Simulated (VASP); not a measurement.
Write the native input for VASP 6.6.1 that does the following.

* Task: single point
* Functional: PBE
* Potentials or basis: VASP PAW PBE potentials, release 64 (Hf_pv, B)
* Cutoff: 520 eV
* k mesh: 15 × 15 × 12
* Occupations: gaussian, width 0.1 eV
* Spin: no spin polarisation
* Dipole correction: no
* Further INCAR settings: ALGO = Normal; EDIFF = 1e-06; NBANDS = 15

The structure of HfB2 lies in POSCAR:

```
HfB2
1.0
    3.1160140413      0.0000000000      0.0000000000
   -1.5580070207      2.6985473183      0.0000000000
    0.0000000000      0.0000000000      3.4460433989
Hf B
1 2
Direct
    0.0000000000      0.0000000000      0.0000000000
    0.3333333333      0.6666666667      0.5000000000
    0.6666666667      0.3333333333      0.5000000000
```

This cell differs from its parent crystal: volume scaled by 0.97, then relaxed in part.

One way to write it, as run:

INCAR

```
SYSTEM = HfB2
PREC     = Accurate       ! precision mode
ENCUT    = 520            ! plane-wave cutoff, eV
EDIFF    = 1E-6           ! SCF threshold, eV
ISMEAR   = 0              ! smearing method
SIGMA    = 0.1            ! smearing width, eV
LREAL    = .False.        ! projectors in reciprocal space
LASPH    = .True.         ! aspherical terms in the spheres
NELM     = 100            ! most SCF steps
ALGO     = Normal         ! electronic algorithm
ISIF     = 2              ! what is computed and relaxed
LWAVE    = .False.        ! write WAVECAR
LCHARG   = .False.        ! write CHGCAR
GGA      = PE             ! functional
NBANDS   = 15             ! bands
```

KPOINTS

```
Automatic mesh
0
Gamma
  15 15 12
  0 0 0
```

Potentials or basis: VASP PAW PBE potentials, release 64 (Hf_pv, B).

Command:

```bash
$ cat potpaw_PBE.64/Hf_pv/POTCAR potpaw_PBE.64/B/POTCAR > POTCAR
$ mpirun -np 1 vasp_std > vasp.out
```

Results of the run:

| Property | Result |
| --- | --- |
| Pressure | 7.7 GPa |
| Band gap on the k mesh | zero (band 8 reaches 8.67 eV, above the bottom of band 9 at 7.62 eV) |

Caveat: spin-orbit coupling is left out, which moves the levels of the heavy elements.

Wall time 50 s on 1 thread of Intel(R) Xeon(R) Platinum 8259CL CPU @ 2.50GHz (Skylake/Cascade Lake) (shared host), peak memory 0.21 GiB.
